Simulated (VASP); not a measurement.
# Cu (Fm-3m) in VASP: further runs

Cu is run at these levels: LDA; tasks: single point.

All numbers are computed with VASP 6.6.1; they aren't measurements. Logs are shortened: lines on timing, memory, paths and dates and some standing lists are left out, and cuts for length are marked.

## (1) The cell of the first run

It takes space group Fm-3m (No. 225, cubic). Conventional cell: a = 3.518 Å, b = 3.518 Å, c = 3.518 Å, α = 90.00°, β = 90.00°, γ = 90.00°. Within 3.3 Å of Cu (site symmetry m-3m) lie 12 Cu at 2.49 Å.

## (2) Single point, LDA

INCAR reads:

```
  ALGO = Normal
  EDIFF = 1E-7
  ENCUT = 520
  ISIF = 2
  ISMEAR = 0
  LASPH = True
  LCHARG = False
  LREAL = False
  LWAVE = False
  NBANDS = 12
  NELM = 60
  PREC = Accurate
  SIGMA = 1.0
```

KPOINTS reads:

```
k-points
0
Gamma
  15 15 15
```

POSCAR reads:

```
Cu
1.0
    0.0000000000      1.7588202533      1.7588202533
    1.7588202533      0.0000000000      1.7588202533
    1.7588202533      1.7588202533      0.0000000000
Cu
1
Direct
    0.0000000000      0.0000000000      0.0000000000
```

Potentials or basis: VASP PAW LDA potentials, release 64 (Cu).

Launch:

```console
cat potpaw_LDA.64/Cu/POTCAR > POTCAR
mpirun -np 1 vasp_std > vasp.out
```

OUTCAR:

```text
EDIFF = 1E-7
   ENCUT = 520
   ISIF = 2
   ISMEAR = 0
   LASPH = True
   LREAL = False
   NELM = 60
   PREC = Accurate

 ion  position               nearest neighbor table
   1  0.000  0.000  0.000-

  LATTYP: Found a face centered cubic cell.
 ALAT       =     3.5176405066

  Lattice vectors:

 A1 = (   0.0000000000,   1.7588202533,   1.7588202533)
 A2 = (   1.7588202533,   0.0000000000,   1.7588202533)
 A3 = (   1.7588202533,   1.7588202533,   0.0000000000)

Analysis of symmetry for initial positions (statically):
=====================================================================
 Subroutine PRICEL returns:
 Original cell was already a primitive cell.

 Routine SETGRP: Setting up the symmetry group for a
 face centered cubic supercell.

 Subroutine GETGRP returns: Found 48 space group operations
 (whereof 48 operations were pure point group operations)
 out of a pool of 48 trial point group operations.

The static configuration has the point symmetry O_h .

Analysis of symmetry for dynamics (positions and initial velocities):
=====================================================================
 Subroutine PRICEL returns:
 Original cell was already a primitive cell.

 Routine SETGRP: Setting up the symmetry group for a
 face centered cubic supercell.

 Subroutine GETGRP returns: Found 48 space group operations
 (whereof 48 operations were pure point group operations)
 out of a pool of 48 trial point group operations.

The dynamic configuration has the point symmetry O_h .

 Subroutine INISYM returns: Found 48 space group operations
 (whereof 48 operations are pure point group operations),
 and found     1 'primitive' translations

----------------------------------------------------------------------------------------

                                     Primitive cell

  volume of cell :      10.8816

  direct lattice vectors                    reciprocal lattice vectors
     0.000000000  1.758820253  1.758820253    -0.284281466  0.284281466  0.284281466
     1.758820253  0.000000000  1.758820253     0.284281466 -0.284281466  0.284281466
     1.758820253  1.758820253  0.000000000     0.284281466  0.284281466 -0.284281466

  length of vectors
     2.487347456  2.487347456  2.487347456     0.492389943  0.492389943  0.492389943

  position of ions in fractional coordinates (direct lattice)
     0.000000000  0.000000000  0.000000000

  ion indices of the primitive-cell ions
   primitive index   ion index
                 1           1

----------------------------------------------------------------------------------------

 KPOINTS: k-points

Automatic generation of k-mesh.
 Grid dimensions read from file:
 generate k-points for:   15   15   15

 Generating k-lattice:

  Cartesian coordinates                     Fractional coordinates (reciprocal lattice)
    -0.018952098  0.018952098  0.018952098     0.066666667  0.000000000  0.000000000
     0.018952098 -0.018952098  0.018952098     0.000000000  0.066666667  0.000000000
     0.018952098  0.018952098 -0.018952098     0.000000000  0.000000000  0.066666667

  Length of vectors
     0.032825996  0.032825996  0.032825996

  Shift w.r.t. Gamma in fractional coordinates (k-lattice)
     0.000000000  0.000000000  0.000000000

 Subroutine IBZKPT returns following result:
 ===========================================

 Found    120 irreducible k-points:

 Following reciprocal coordinates:
            Coordinates               Weight
  0.000000  0.000000  0.000000      1.000000
  0.066667  0.000000  0.000000      8.000000
  0.133333  0.000000  0.000000      8.000000
  0.200000  0.000000  0.000000      8.000000
  0.266667  0.000000  0.000000      8.000000
  0.333333  0.000000  0.000000      8.000000
[... 16 lines left out ...]
  0.133333  0.133333  0.000000      6.000000
  0.200000  0.133333  0.000000     24.000000
 [... further k-points ...]
   k-points           NKPTS =    120   k-points in BZ     NKDIM =    120   number of bands    NBANDS=     12
   number of dos      NEDOS =    301   number of ions     NIONS =      1
   total plane-waves  NPLWV =   5832
   dimension x,y,z NGX =    18 NGY =   18 NGZ =   18
   dimension x,y,z NGXF=    36 NGYF=   36 NGZF=   36
   ions per type =               1
   NGX,Y,Z   is equivalent  to a cutoff of  12.03, 12.03, 12.03 a.u.
   NGXF,Y,Z  is equivalent  to a cutoff of  24.06, 24.06, 24.06 a.u.
 SYSTEM =  unknown system
   PREC   = accura    normal or accurate (medium, high low for compatibility)
   ISTART =      0    job   : 0-new  1-cont  2-samecut
   ICHARG =      2    charge: 1-file 2-atom 10-const
   ISPIN  =      1    spin polarized calculation?
   LNONCOLLINEAR =      F non collinear calculations
   LSORBIT =      F    spin-orbit coupling
   LASPH  =      T    aspherical Exc in radial PAW
   ENCUT  =  520.0 eV  38.22 Ry    6.18 a.u.   4.62  4.62  4.62*2*pi/ulx,y,z
   NELM   =     60;   NELMIN=  2; NELMDL= -5     # of ELM steps
   EDIFF  = 0.1E-06   stopping-criterion for ELM
   LREAL  =      F    real-space projection
   EDIFFG = 0.1E-05   stopping-criterion for IOM
   NSW    =      0    number of steps for IOM
   IBRION =     -1    ionic relax: 0-MD 1-quasi-New 2-CG
   NFREE  =      0    steps in history (QN), initial steepest desc. (CG)
   ISIF   =      2    stress and relaxation
   ISYM   =      2    0-nonsym 1-usesym 2-fastsym
   POTIM  = 0.5000    time-step for ionic-motion
   TEBEG  =    0.0;   TEEND  =   0.0 temperature during run
   PSTRESS=    0.0 pullay stress
   NELECT =      11.0000    total number of electrons
   NUPDOWN=      -1.0000    fix difference up-down
   EMIN   =  10.00;   EMAX   =-10.00  energy-range for DOS
   EFERMI =   0.00;   METHOD = LEGACY
   ISMEAR =     0;   SIGMA  =   1.00  broadening in eV -4-tet -1-fermi 0-gaus
   EFERMI_NEDOS =   21; number of points for ismear=-14 and -15
   IALGO  =     38    algorithm
   IMIX   =      4    mixing-type and parameters
     AMIX     =   0.40;   BMIX     =  1.00
     AMIX_MAG =   1.60;   BMIX_MAG =  1.00
  volume/ion in A,a.u.               =      10.88        73.43
  Fermi-wavevector in a.u.,A,eV,Ry     =   1.643013  3.104844 36.728804  2.699491
  Thomas-Fermi vector in A             =   2.733219
   LORBIT       =      0    0 simple, 1 ext, 2 COOP (PROOUT), +10 PAW based schemes
   GGA     = CA    functional components
   LHFCALC =     F    Hartree Fock is set to
   AEXX    =    0.0000 exact exchange contribution
   IVDW    =     0    specifies the selected vdW correction
   LEPSILON=     F    determine dielectric tensor
   LRPA    =     F    only Hartree local field effects (RPA)
 non-spin polarized calculation
 Gauss-broadening in eV      SIGMA  =   1.00
  energy-cutoff  :      520.00
  volume of cell :       10.88
 maximum number of plane-waves:       303
   NGX =  9   NGY =  9   NGZ =  9

 number of electron      10.9999994 magnetization

 Free energy of the ion-electron system (eV)
  ---------------------------------------------------
  ext. energy  EPLUGINS =         0.00000000
  ---------------------------------------------------
  free energy    TOTEN  =        -4.78047196 eV

  energy without entropy =       -4.62325571  energy(sigma->0) =       -4.70186384

 E-fermi :   8.4714     XC(G=0): -13.5920

 val. band max:        8.4652023117   @ k =  -0.4000   0.1333   0.0000
 cond. band min:       8.4755258917   @ k =  -0.4667   0.1333   0.0667
 fundamental gap:      0.0103235800
 Fermi energy:         8.4714194635

 k-point     1 :       0.0000    0.0000    0.0000
  band No.  band energies     occupation
      1      -1.5790      2.00000
      2       5.0398      2.00000
      3       5.0398      2.00000
      4       5.0398      2.00000
      5       5.9881      1.99956
      6       5.9881      1.99956
      7      31.7391      0.00000
      8      34.8608      0.00000
      9      34.8608      0.00000
     10      34.8608      0.00000
     11      37.4731      0.00000
     12      37.4731      0.00000

 k-point     2 :       0.0667    0.0000    0.0000
  band No.  band energies     occupation
      1      -1.4074      2.00000
      2       5.0007      2.00000
      3       5.0743      2.00000
      4       5.0743      2.00000
      5       5.9744      1.99959
      6       5.9744      1.99959
      7      30.8385      0.00000
      8      33.1129      0.00000
      9      34.3676      0.00000
     10      34.3676      0.00000
     11      38.1916      0.00000
     12      38.1916      0.00000

 k-point     3 :       0.1333    0.0000    0.0000
  band No.  band energies     occupation
      1      -0.9019      2.00000
      2       4.9000      2.00000
      3       5.1571      2.00000
      4       5.1571      2.00000
      5       5.9527      1.99963
      6       5.9527      1.99963
      7      27.6742      0.00000
      8      32.4915      0.00000
      9      33.5506      0.00000
     10      33.5506      0.00000
     11      39.3402      0.00000
     12      39.4954      0.00000
[... 286 lines left out ...]
 k-point    23 :       0.1333    0.1333    0.0000
  band No.  band energies     occupation
      1      -0.6793      2.00000
      2       4.7639      2.00000
      3       5.2680      1.99999
      4       5.2680      1.99999
      5       5.7454      1.99988
      6       6.0898      1.99924
      7      29.9464      0.00000
      8      30.4423      0.00000
      9      30.4423      0.00000
     10      32.2109      0.00000
     11      37.6458      0.00000
     12      41.2050      0.00000

 k-point    24 :       0.2000    0.1333    0.0000
  band No.  band energies     occupation
      1      -0.0884      2.00000
      2       4.6281      2.00000
      3       5.3478      1.99999
      4       5.3785      1.99999
      5       5.6999      1.99991
      6       6.1463      1.99899
      7      26.9111      0.00000
      8      29.3210      0.00000
      9      30.2680      0.00000
     10      32.5008      0.00000
     11      35.8563      0.00000
     12      41.2845      0.00000

 [... further k-points ...]
[... 5 lines left out ...]
  --------------------------------------------------------------------------------------
  -------------------------------------------------------------------------------------
  Total        0.1165112      0.1165112      0.1165112     -0.0000000      0.0000000     -0.0000000
  in kB       17.1547305     17.1547305     17.1547305     -0.0000000      0.0000000     -0.0000000
  external PRESSURE =      17.1547305 kB  Pullay stress =       0.0000000 kB

 VOLUME and BASIS-vectors are now :
 -----------------------------------------------------------------------------
  energy-cutoff  :      520.00
  volume of cell :       10.88
      direct lattice vectors                 reciprocal lattice vectors
     0.000000000  1.758820253  1.758820253    -0.284281466  0.284281466  0.284281466
     1.758820253  0.000000000  1.758820253     0.284281466 -0.284281466  0.284281466
     1.758820253  1.758820253  0.000000000     0.284281466  0.284281466 -0.284281466

 POSITION                                       TOTAL-FORCE (eV/Angst)
 -----------------------------------------------------------------------------------
      0.00000      0.00000      0.00000         0.000000      0.000000      0.000000
 -----------------------------------------------------------------------------------
    total drift:                                0.000000      0.000000      0.000000

  FREE ENERGIE OF THE ION-ELECTRON SYSTEM (eV)
  ---------------------------------------------------
  free  energy   TOTEN  =        -4.7804719601 eV

  energy  without entropy=       -4.6232557141  energy(sigma->0) =       -4.70186384
```

Wall time 8 s (1 thread of Intel Xeon 6975P-C, shared host); peak memory 0.12 GiB.

What came out:

```yaml
Free_energy: -4.7805 eV
Pressure: 1.7 GPa
```

## (3) Single point, LDA

INCAR reads:

```
SYSTEM = Cu
PREC = Accurate
ENCUT = 520
EDIFF = 1E-6
ISMEAR = 1
SIGMA = 0.01
LREAL = .FALSE.
LASPH = .TRUE.
NELM = 100
ALGO = Normal
ISIF = 2
LWAVE = .FALSE.
LCHARG = .TRUE.
GGA = CA
LELF = .TRUE.
LVHAR = .TRUE.
NBANDS = 12
```

KPOINTS reads:

```
regular mesh
0
G
  15 15 15
  0 0 0
```

POSCAR is that of step 2.

Potentials or basis: VASP PAW LDA potentials, release 64 (Cu).

Launch:

```console
cat potpaw_LDA.64/Cu/POTCAR > POTCAR
mpirun -np 1 vasp_std > vasp.out
```

Wall time 6.9 s (1 thread of Intel Xeon 6975P-C, shared host); peak memory 0.12 GiB.

Results (log left out):

```yaml
Free_energy: -4.7069 eV
Pressure: 0.7 GPa
```

Levels at points of the mesh, in eV from the Fermi level:
```tsv
k point	band 4	band 5	band 6	band 7	band 8	band 9
(0.00, 0.00, 0.00)	-3.42	-2.47	-2.47	23.25	26.38	26.38
```
